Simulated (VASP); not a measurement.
A run of VASP 6.6.1 is set up as follows.

File INCAR:

```
SYSTEM = TiAl
PREC     = Accurate       ! precision mode
ENCUT    = 600            ! plane-wave cutoff, eV
EDIFF    = 1E-7           ! SCF threshold, eV
ISMEAR   = -1             ! smearing method
SIGMA    = 0.05           ! smearing width, eV
LREAL    = .False.        ! projectors in reciprocal space
LASPH    = .True.         ! aspherical terms in the spheres
NELM     = 100            ! most SCF steps
ALGO     = Normal         ! electronic algorithm
ISIF     = 3              ! what is computed and relaxed
LWAVE    = .False.        ! write WAVECAR
LCHARG   = .False.        ! write CHGCAR
GGA      = RE             ! functional
IBRION   = 2              ! ionic algorithm
NSW      = 60             ! ionic steps
EDIFFG   = -0.01          ! ionic threshold
```

KPOINTS

```
Automatic mesh
0
Gamma
  11 11 6
  0 0 0
```

POSCAR

```
TiAl
1.0
    2.8672622327      0.0000000000      0.0000000000
   -1.4336311163      2.4831219328      0.0000000000
    0.0000000000      0.0000000000      4.6780830000
Ti Al
1 1
Direct
    0.0000000000      0.0000000000      0.0000000000
    0.3333333333      0.6666666667      0.5000000000
```

Potentials or basis: VASP PAW PBE potentials, release 64 (Ti_sv, Al).

The run is started by

```sh
$ cat potpaw_PBE.64/Ti_sv/POTCAR potpaw_PBE.64/Al/POTCAR > POTCAR
$ mpirun -np 1 vasp_std > vasp.out
```

Task: Predict the space group after relaxing (to 0.1 Å).

Result: P-6m2 (No. 187).

Task: What does it give for the band gap on the k mesh?

Result: Zero (an odd number of electrons rules out a gap without spin polarisation).

Task: Estimate the relaxed volume.

Result: 17.00 Å³/atom.

Task: What does it give for the relaxed cell?

Result: a = 2.903 Å, b = 2.903 Å, c = 4.658 Å, α = 90.00°, β = 90.00°, γ = 120.00°.

Final structure:
```yaml
crystal:
  lattice:
    - [2.90337, 0.00000, 0.00000]
    - [-1.45168, 2.51439, 0.00000]
    - [0.00000, 0.00000, 4.65789]
  atoms:
    - { symbol: Ti, position: [0.00000, 0.00000, 0.00000] }
    - { symbol: Al, position: [0.33333, 0.66667, 0.50000] }
```

Caveat: the PAW data sets were made with another functional, which shifts forces and pressure a little.
